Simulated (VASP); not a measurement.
# YZr2O2 (P-6m2) in VASP: a series of runs

The runs below take YZr2O2 through single point, relaxation of cell and atoms, with PBE.

Program: VASP 6.6.1. These are calculated values, not measurements. Logs are shortened: lines on timing, memory, paths and dates and some standing lists are left out, and cuts for length are marked.

## 1. The cell of the first run

The structure is hexagonal, space group P-6m2 (No. 187). The conventional cell has a = 5.439 Å, b = 5.439 Å, c = 6.079 Å, α = 90.00°, β = 90.00°, γ = 120.00°. Within 4.0 Å of Y (site symmetry -6m2) lie 2 O at 3.04 Å and 6 Zr at 3.36 Å. Zr (site symmetry 3m) has 1 O at 1.84 Å and 1 Zr at 2.40 Å within 2.4 Å. O (site symmetry -6m2) has 2 Y at 3.04 Å and 3 O at 3.14 Å and 6 Zr at 3.64 Å within 4.0 Å. O (site symmetry -6m2) has 2 Zr at 1.84 Å within 2.4 Å.

The cell was built from a structure type or drawn by symmetry, and may not be a known phase.

## 2. Single point, PBE

Input file INCAR:

```
SYSTEM = YZr2O2
  PREC = Accurate
  ENCUT = 520
  EDIFF = 1E-6
  ISMEAR = 0
  SIGMA = 0.1
  LREAL = .FALSE.
  LASPH = .TRUE.
  NELM = 100
  ALGO = Normal
  ISIF = 2
  LWAVE = .FALSE.
  LCHARG = .FALSE.
  GGA = PE
  NBANDS = 32
```

Input file KPOINTS:

```
Automatic mesh
0
G
  12 12 6
  0 0 0
```

Input file POSCAR:

```
YZr2O2
1.0
    5.4387222760      0.0000000000      0.0000000000
   -2.7193611380      4.7100716551      0.0000000000
    0.0000000000      0.0000000000      6.0786415159
Y Zr O
1 2 2
Direct
    0.6666666667      0.3333333333      0.5000000000
    0.3333333333      0.6666666667      0.6973713590
    0.3333333333      0.6666666667      0.3026286410
    0.6666666667      0.3333333333      0.0000000000
    0.3333333333      0.6666666667      0.0000000000
```

Potentials or basis: VASP PAW PBE potentials, release 64 (Y_sv, Zr_sv, O).

Run with:

```bash
cat potpaw_PBE.64/Y_sv/POTCAR potpaw_PBE.64/Zr_sv/POTCAR potpaw_PBE.64/O/POTCAR > POTCAR
mpirun -np 1 vasp_std > vasp.out
```

OUTCAR:

```text
SYSTEM = YZr2O2
   PREC = Accurate
   ENCUT = 520
   EDIFF = 1E-6
   ISMEAR = 0
   LREAL = .FALSE.
   LASPH = .TRUE.
   NELM = 100
   ISIF = 2
   GGA = PE

 ion  position               nearest neighbor table
   1  0.667  0.333  0.500-   4 3.04   4 3.04   2 3.36   3 3.36   2 3.36   3 3.36   2 3.36   3 3.36

   2  0.333  0.667  0.697-   5 1.84   3 2.40   1 3.36   1 3.36   1 3.36   3 3.68
   3  0.333  0.667  0.303-   5 1.84   2 2.40   1 3.36   1 3.36   1 3.36   2 3.68
   4  0.667  0.333  0.000-   1 3.04   1 3.04
   5  0.333  0.667  0.000-   2 1.84   3 1.84

  LATTYP: Found a hexagonal cell.
 ALAT       =     5.4387222760
 C/A-ratio  =     1.1176598487

  Lattice vectors:

 A1 = (   5.4387222760,   0.0000000000,   0.0000000000)
 A2 = (  -2.7193611380,   4.7100716551,   0.0000000000)
 A3 = (   0.0000000000,   0.0000000000,   6.0786415159)

Analysis of symmetry for initial positions (statically):
=====================================================================
 Subroutine PRICEL returns:
 Original cell was already a primitive cell.

 Routine SETGRP: Setting up the symmetry group for a
 hexagonal supercell.

 Subroutine GETGRP returns: Found 12 space group operations
 (whereof 12 operations were pure point group operations)
 out of a pool of 24 trial point group operations.

The static configuration has the point symmetry D_3h.

Analysis of symmetry for dynamics (positions and initial velocities):
=====================================================================
 Subroutine PRICEL returns:
 Original cell was already a primitive cell.

 Routine SETGRP: Setting up the symmetry group for a
 hexagonal supercell.

 Subroutine GETGRP returns: Found 12 space group operations
 (whereof 12 operations were pure point group operations)
 out of a pool of 24 trial point group operations.

The dynamic configuration has the point symmetry D_3h.

 Subroutine INISYM returns: Found 12 space group operations
 (whereof 12 operations are pure point group operations),
 and found     1 'primitive' translations

----------------------------------------------------------------------------------------

                                     Primitive cell

  volume of cell :     155.7152

  direct lattice vectors                    reciprocal lattice vectors
     5.438722276  0.000000000  0.000000000     0.183866715  0.106155498  0.000000000
    -2.719361138  4.710071655  0.000000000     0.000000000  0.212310995  0.000000000
     0.000000000  0.000000000  6.078641516     0.000000000  0.000000000  0.164510442

  length of vectors
     5.438722276  5.438722276  6.078641516     0.212310995  0.212310995  0.164510442

  position of ions in fractional coordinates (direct lattice)
     0.666666667  0.333333333  0.500000000
     0.333333333  0.666666667  0.697371359
     0.333333333  0.666666667  0.302628641
     0.666666667  0.333333333  0.000000000
     0.333333333  0.666666667  0.000000000

  ion indices of the primitive-cell ions
   primitive index   ion index
                 1           1
                 2           2
                 3           3
                 4           4
                 5           5

----------------------------------------------------------------------------------------

 KPOINTS: Automatic mesh

Automatic generation of k-mesh.
 Grid dimensions read from file:
 generate k-points for:   12   12    6

 Generating k-lattice:

  Cartesian coordinates                     Fractional coordinates (reciprocal lattice)
     0.015322226  0.008846291  0.000000000     0.083333333  0.000000000  0.000000000
     0.000000000  0.017692583  0.000000000     0.000000000  0.083333333  0.000000000
     0.000000000  0.000000000  0.027418407     0.000000000  0.000000000  0.166666667

  Length of vectors
     0.017692583  0.017692583  0.027418407

  Shift w.r.t. Gamma in fractional coordinates (k-lattice)
     0.000000000  0.000000000  0.000000000

 Subroutine IBZKPT returns following result:
 ===========================================

 Found     76 irreducible k-points:

 Following reciprocal coordinates:
            Coordinates               Weight
  0.000000  0.000000  0.000000      1.000000
  0.083333  0.000000  0.000000      6.000000
  0.166667  0.000000  0.000000      6.000000
  0.250000 -0.000000  0.000000      6.000000
  0.333333  0.000000  0.000000      6.000000
  0.416667 -0.000000  0.000000      6.000000
[... 16 lines left out ...]
  0.250000 -0.000000  0.166667     12.000000
  0.333333  0.000000  0.166667     12.000000
 [... further k-points ...]
   k-points           NKPTS =     76   k-points in BZ     NKDIM =     76   number of bands    NBANDS=     32
   number of dos      NEDOS =    301   number of ions     NIONS =      5
   total plane-waves  NPLWV =  76800
   dimension x,y,z NGX =    40 NGY =   40 NGZ =   48
   dimension x,y,z NGXF=    80 NGYF=   80 NGZF=   96
   ions per type =               1   2   2
[... 48 lines left out ...]
   NGX = 21   NGY = 21   NGZ = 23

 number of electron      47.0000002 magnetization

 Free energy of the ion-electron system (eV)
  ---------------------------------------------------
  ext. energy  EPLUGINS =         0.00000000
  ---------------------------------------------------
  free energy    TOTEN  =       -33.24961983 eV

  energy without entropy =      -33.22849534  energy(sigma->0) =      -33.23905759

 E-fermi :   1.8025     XC(G=0):  -7.8715

 val. band max:        1.8019036466   @ k =   0.2500   0.0833   0.0000
 cond. band min:       1.8037397656   @ k =   0.2500   0.1667   0.0000
 fundamental gap:      0.0018361191
 Fermi energy:         1.8025474948

 k-point     1 :       0.0000    0.0000    0.0000
  band No.  band energies     occupation
      1     -47.5263      2.00000
      2     -47.0637      2.00000
      3     -41.0664      2.00000
      4     -27.1952      2.00000
      5     -25.5168      2.00000
      6     -25.5168      2.00000
[... 24 lines left out ...]
     31       5.2210      0.00000
     32       5.2210      0.00000

 k-point     2 :       0.0833    0.0000    0.0000
  band No.  band energies     occupation
      1     -47.5263      2.00000
      2     -47.0637      2.00000
      3     -41.0665      2.00000
      4     -27.1952      2.00000
      5     -25.5169      2.00000
      6     -25.5166      2.00000
[... 24 lines left out ...]
     31       5.2185      0.00000
     32       5.2237      0.00000

 k-point     3 :       0.1667    0.0000    0.0000
  band No.  band energies     occupation
      1     -47.5263      2.00000
      2     -47.0637      2.00000
      3     -41.0665      2.00000
      4     -27.1954      2.00000
      5     -25.5172      2.00000
      6     -25.5161      2.00000
[... 24 lines left out ...]
     31       5.2146      0.00000
     32       5.2430      0.00000

 k-point     4 :       0.2500   -0.0000    0.0000
  band No.  band energies     occupation
      1     -47.5262      2.00000
      2     -47.0636      2.00000
      3     -41.0666      2.00000
      4     -27.1956      2.00000
      5     -25.5177      2.00000
      6     -25.5155      2.00000
[... 24 lines left out ...]
     31       5.2190      0.00000
     32       5.3007      0.00000

 k-point     5 :       0.3333    0.0000    0.0000
  band No.  band energies     occupation
      1     -47.5262      2.00000
      2     -47.0636      2.00000
      3     -41.0667      2.00000
      4     -27.1958      2.00000
      5     -25.5181      2.00000
      6     -25.5148      2.00000
[... 584 lines left out ...]
     31       4.8029      0.00000
     32       5.3443      0.00000

 k-point    22 :       0.1667    0.0000    0.1667
  band No.  band energies     occupation
      1     -47.5239      2.00000
      2     -47.0664      2.00000
      3     -41.0665      2.00000
      4     -27.1143      2.00000
      5     -25.5138      2.00000
      6     -25.5127      2.00000
[... 24 lines left out ...]
     31       4.8290      0.00000
     32       5.3106      0.00000

 k-point    23 :       0.2500   -0.0000    0.1667
  band No.  band energies     occupation
      1     -47.5238      2.00000
      2     -47.0664      2.00000
      3     -41.0666      2.00000
      4     -27.1146      2.00000
      5     -25.5142      2.00000
      6     -25.5120      2.00000
[... 24 lines left out ...]
     31       4.8852      0.00000
     32       5.2425      0.00000

 k-point    24 :       0.3333    0.0000    0.1667
  band No.  band energies     occupation
      1     -47.5238      2.00000
      2     -47.0664      2.00000
      3     -41.0667      2.00000
      4     -27.1148      2.00000
      5     -25.5147      2.00000
      6     -25.5113      2.00000
[... 24 lines left out ...]
     31       4.9643      0.00000
     32       5.1476      0.00000

 [... further k-points ...]

------------------------ aborting loop because EDIFF is reached ----------------------------------------

  FORCE on cell =-STRESS in cart. coord.  units (eV):
  Direction    XX          YY          ZZ          XY          YZ          ZX
  --------------------------------------------------------------------------------------
  -------------------------------------------------------------------------------------
  Total       -0.0554801     -0.0554801      0.4680676      0.0000000      0.0000000      0.0000000
  in kB       -0.5708436     -0.5708436      4.8160197      0.0000000      0.0000000      0.0000000
  external PRESSURE =       1.2247775 kB  Pullay stress =       0.0000000 kB

 VOLUME and BASIS-vectors are now :
 -----------------------------------------------------------------------------
  energy-cutoff  :      520.00
  volume of cell :      155.72
      direct lattice vectors                 reciprocal lattice vectors
     5.438722276  0.000000000  0.000000000     0.183866715  0.106155498  0.000000000
    -2.719361138  4.710071655  0.000000000     0.000000000  0.212310995  0.000000000
     0.000000000  0.000000000  6.078641516     0.000000000  0.000000000  0.164510442

 POSITION                                       TOTAL-FORCE (eV/Angst)
 -----------------------------------------------------------------------------------
      2.71936      1.57002      3.03932         0.000000     -0.000000      0.000000
     -0.00000      3.14005      4.23907        -0.000000     -0.000000     -0.068649
     -0.00000      3.14005      1.83957        -0.000000      0.000000      0.068649
      2.71936      1.57002      0.00000        -0.000000     -0.000000      0.000000
     -0.00000      3.14005      0.00000         0.000000      0.000000      0.000000
 -----------------------------------------------------------------------------------
    total drift:                                0.000001     -0.000001     -0.000000

  FREE ENERGIE OF THE ION-ELECTRON SYSTEM (eV)
  ---------------------------------------------------
  free  energy   TOTEN  =       -33.2496198315 eV

  energy  without entropy=      -33.2284953420  energy(sigma->0) =      -33.23905759
```

It took 6.2 min on 1 thread of Intel Xeon Platinum 8259CL at 2.50GHz (Skylake/Cascade Lake), shared host; peak memory 0.53 GiB.

What came out:

```
Free energy            : -33.2496 eV
Pressure               : 0.1 GPa
Largest force          : 0.069 eV/Å
Band gap on the k mesh : zero (an odd number of electrons rules out a gap without spin polarisation)
```

Forces in eV/Å, atoms in the order of the input:
```
Y    0.000  0.000  0.000
Zr   0.000  0.000 -0.069
Zr   0.000  0.000  0.069
O    0.000  0.000  0.000
O    0.000  0.000  0.000
```

Caveat: an odd number of electrons without spin polarisation forces a metal; a magnetic or distorted state may lie lower.

## 3. Single point, PBE, collinear spin

This run uses another cell than the first one, of 30.91 Å³/atom.

Input file INCAR:

```
SYSTEM = YZr2O2
ALGO = Normal
EDIFF = 1E-6
ENCUT = 520
GGA = PE
ISIF = 2
ISMEAR = 0
ISPIN = 2
LASPH = .True.
LCHARG = .False.
LMAXMIX = 4
LORBIT = 11
LREAL = .False.
LWAVE = .False.
MAGMOM = 0 1 1 0 0
NBANDS = 36
NELM = 150
PREC = Accurate
SIGMA = 0.1
```

Input file KPOINTS:

```
k-points
0
Gamma
  6 6 4
  0 0 0
```

Input file POSCAR:

```
YZr2O2
1.0
    5.4195660545      0.0000000000      0.0000000000
   -2.7097830273      4.6934818807      0.0000000000
    0.0000000000      0.0000000000      6.0766253071
Y Zr O
1 2 2
Direct
    0.6666666667      0.3333333333      0.5000000000
    0.3333333333      0.6666666667      0.6975067480
    0.3333333333      0.6666666667      0.3024932520
    0.6666666667      0.3333333333      0.0000000000
    0.3333333333      0.6666666667      0.0000000000
```

Potentials or basis: VASP PAW PBE potentials, release 64 (Y_sv, Zr_sv, O).

Run with:

```bash
cat potpaw_PBE.64/Y_sv/POTCAR potpaw_PBE.64/Zr_sv/POTCAR potpaw_PBE.64/O/POTCAR > POTCAR
mpirun -np 1 vasp_std > vasp.out
```

Wall time 4 min (1 thread of Intel Xeon Platinum 8259CL at 2.50GHz (Skylake/Cascade Lake), shared host); peak memory 0.45 GiB.

The run converged. Its results:

```yaml
Free_energy: -33.2630 eV
Pressure: 0.2 GPa
Largest_force: 0.076 eV/Å
Net_moment: 0.00 μB per cell
Valence_electrons_inside_the_program's_atomic_spheres: Y 9.29; Zr 10.04; O 4.72, 5.12
```

Forces in eV/Å, atoms in the order of the input:
```
Y    0.000  0.000  0.000
Zr   0.000  0.000 -0.076
Zr   0.000  0.000  0.076
O    0.000  0.000  0.000
O    0.000  0.000  0.000
```

Stress tensor (GPa, compression positive):
```
0.09 0.00 0.00
0.00 0.09 0.00
0.00 0.00 0.51
```

Levels at points of the mesh, in eV from the Fermi level:
Spin up:
| k point | band 21 | band 22 | band 23 | band 24 | band 25 | band 26 |
| --- | --- | --- | --- | --- | --- | --- |
| (0.00, 0.00, 0.00) | -1.00 | -0.17 | -0.17 | 0.61 | 0.61 | 0.79 |
| (0.50, 0.00, 0.00) | -0.87 | -0.43 | -0.05 | 0.08 | 0.67 | 0.71 |
| (0.00, 0.00, 0.50) | -1.06 | -1.04 | -1.04 | 0.39 | 0.39 | 0.43 |
| (0.50, 0.00, 0.50) | -0.88 | -0.86 | -0.63 | -0.29 | 0.43 | 1.05 |
Spin down:
```csv
k point,band 20,band 21,band 22,band 23,band 24,band 25,band 26,band 27
"(0.00, 0.00, 0.00)",-1.00,-1.00,-0.17,-0.17,0.61,0.61,0.79,0.79
"(0.50, 0.00, 0.00)",-1.12,-0.87,-0.43,-0.05,0.08,0.67,0.71,1.34
"(0.00, 0.00, 0.50)",-1.06,-1.06,-1.04,-1.04,0.39,0.39,0.43,1.17
"(0.50, 0.00, 0.50)",-1.29,-0.88,-0.86,-0.63,-0.29,0.43,1.05,1.57
```

## 4. Relaxation of cell and atoms, PBE

This run uses another cell than the first one, of 30.91 Å³/atom.

Input file INCAR:

```
SYSTEM = YZr2O2
PREC = Accurate ; ENCUT = 600
EDIFF = 1E-6 ; ISMEAR = 0
SIGMA = 0.1 ; LREAL = .FALSE.
LASPH = .TRUE. ; NELM = 100
ALGO = Normal ; ISIF = 3
LWAVE = .FALSE. ; LCHARG = .FALSE.
GGA = PE ; IBRION = 2
NSW = 100 ; EDIFFG = -0.01
```

Input file KPOINTS:

```
regular mesh
0
G
  12 12 6
  0 0 0
```

POSCAR is that of step 3.

Run with:

```bash
cat potpaw_PBE.64/Y_sv/POTCAR potpaw_PBE.64/Zr_sv/POTCAR potpaw_PBE.64/O/POTCAR > POTCAR
mpirun -np 1 vasp_std > vasp.out
```

Run time: 20 min. Hardware: 1 thread of Intel Xeon 6975P-C (Granite Rapids), shared host; peak memory 0.64 GiB.

The run converged. Its results:

```
Free energy                           : -33.2531 eV
Relaxed volume                        : 31.09 Å³/atom
Relaxed cell                          : a = 5.430 Å, b = 5.430 Å, c = 6.088 Å, α = 90.00°, β = 90.00°, γ = 120.00°
Space group after relaxing (to 0.1 Å) : P-6m2 (No. 187)
Energy gained by relaxing             : 0.2 meV/atom
Ionic steps                           : 6
Pressure after relaxing               : 0.0 GPa
Band gap on the k mesh                : zero (an odd number of electrons rules out a gap without spin polarisation)
```

Forces on the atoms (eV/Å):
```
Y    0.000  0.000  0.000
Zr   0.000  0.000 -0.003
Zr   0.000  0.000  0.003
O    0.000  0.000  0.000
O    0.000  0.000  0.000
```

The path:
```
step  energy change (eV)  largest force (eV/Å)  pressure (GPa)  volume (Å³)
   1              0.0000                0.0925            0.28       154.57
   2              0.0039                0.3690           -0.48       155.76
   3             -0.0006                0.0321            0.07       154.88
   4             -0.0007                0.0161            0.02       155.22
   5             -0.0007                0.0236            0.02       155.27
   6             -0.0008                0.0026           -0.02       155.46
```

Final structure:
```yaml
crystal:
  lattice:
    - [5.43029, 0.00000, 0.00000]
    - [-2.71515, 4.70277, 0.00000]
    - [0.00000, 0.00000, 6.08766]
  atoms:
    - { symbol: Y, position: [0.66667, 0.33333, 0.50000] }
    - { symbol: Zr, position: [0.33333, 0.66667, 0.69741] }
    - { symbol: Zr, position: [0.33333, 0.66667, 0.30259] }
    - { symbol: O, position: [0.66667, 0.33333, 0.00000] }
    - { symbol: O, position: [0.33333, 0.66667, 0.00000] }
```

Levels at points of the mesh, in eV from the Fermi level:
| k point | band 20 | band 21 | band 22 | band 23 | band 24 | band 25 | band 26 | band 27 |
| --- | --- | --- | --- | --- | --- | --- | --- | --- |
| (0.00, 0.00, 0.00) | -0.98 | -0.98 | -0.16 | -0.16 | 0.61 | 0.61 | 0.79 | 0.79 |
| (0.50, 0.00, 0.00) | -1.11 | -0.85 | -0.42 | -0.04 | 0.09 | 0.66 | 0.72 | 1.34 |
| (0.00, 0.00, 0.50) | -1.05 | -1.05 | -1.02 | -1.02 | 0.39 | 0.39 | 0.43 | 1.17 |
| (0.50, 0.00, 0.50) | -1.27 | -0.85 | -0.85 | -0.63 | -0.28 | 0.43 | 1.05 | 1.57 |

Caveat: an odd number of electrons without spin polarisation forces a metal; a magnetic or distorted state may lie lower.

## 5. Overview

| task | spin | cell | k mesh | cutoff (eV) | gap on the mesh (eV) | pressure (GPa) | largest force (eV/Å) |
| --- | --- | --- | --- | --- | --- | --- | --- |
| single point | off | a = 5.439, b = 5.439, c = 6.079 Å, angles 90.0, 90.0, 120.0°, 5 atoms | 12 × 12 × 6 | 520 | none | 0.1 | 0.07 |
| single point | collinear | a = 5.420, b = 5.420, c = 6.077 Å, angles 90.0, 90.0, 120.0°, 5 atoms | 6 × 6 × 4 | 520 | none | 0.2 | 0.08 |
| relaxation of cell and atoms | off | relaxed from a = 5.420, b = 5.420, c = 6.077 Å, angles 90.0, 90.0, 120.0°, 5 atoms | 12 × 12 × 6 | 600 | none | 0.0 | - |

Alike in all rows: level PBE; potentials or basis VASP PAW PBE potentials, release 64 (Y_sv, Zr_sv, O); smearing gaussian 0.1 eV.

Caveats: an odd number of electrons without spin polarisation forces a metal (at least some runs); a magnetic or distorted state may lie lower (at least some runs).

Absolute energies hang on the potentials; compare differences alone.
